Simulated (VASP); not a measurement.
Write the native input for VASP 6.6.1 that does the following.

```yaml
Task: single point
Functional: RPBE
Dispersion: D4
Potentials_or_basis: VASP PAW PBE potentials, release 64 (Sn_d, O)
Cutoff: 520 eV
k_mesh: 6 × 6 × 8
Occupations: fermi-dirac, width 0.05 eV
Spin: no spin polarisation
Dipole_correction: no
Further_INCAR_settings: ALGO = Normal; EDIFF = 1e-07; NBANDS = 35
```

The structure of SnO2 (Cassiterite) lies in POSCAR:

```
SnO2
1.0
    4.8003492553      0.0000000000      0.0000000000
    0.0000000000      4.8003492553      0.0000000000
    0.0000000000      0.0000000000      3.2284324403
Sn O
2 4
Direct
    0.5000000000      0.5000000000      0.5000000000
    0.0000000000      0.0000000000      0.0000000000
    0.8071000000      0.1929000000      0.5000000000
    0.6929000000      0.6929000000      0.0000000000
    0.1929000000      0.8071000000      0.5000000000
    0.3071000000      0.3071000000      0.0000000000
```

One way to write it, as run:

INCAR

```
PREC     = Accurate       # precision mode
ENCUT    = 520            # plane-wave cutoff, eV
EDIFF    = 1E-7           # SCF threshold, eV
ISMEAR   = -1             # smearing method
SIGMA    = 0.05           # smearing width, eV
LREAL    = F              # projectors in reciprocal space
LASPH    = T              # aspherical terms in the spheres
NELM     = 100            # most SCF steps
ALGO     = Normal         # electronic algorithm
ISIF     = 2              # what is computed and relaxed
LWAVE    = F              # write WAVECAR
LCHARG   = F              # write CHGCAR
GGA      = RP             # functional
IVDW     = 13             # dispersion correction
NBANDS   = 35             # bands
```

KPOINTS

```
regular mesh
0
Gamma
  6 6 8
```

Potentials or basis: VASP PAW PBE potentials, release 64 (Sn_d, O).

Run with:

```bash
$ cat potpaw_PBE.64/Sn_d/POTCAR potpaw_PBE.64/O/POTCAR > POTCAR
$ mpirun -np 1 vasp_std > vasp.out
```

Results of the run:

- Pressure: -0.1 GPa
- Largest force: 0.181 eV/Å
- Band gap on the k mesh: 0.92 eV, direct
- Dispersion energy per atom: -0.533 eV

Caveat: the PAW data sets were made with another functional, which shifts forces and pressure a little; spin-orbit coupling is left out, which moves the levels of the heavy elements.

Run time: 2.2 min on 1 thread of AMD EPYC 7R43 64-Core Processor (Zen 3), on a shared host, peak memory 0.21 GiB.
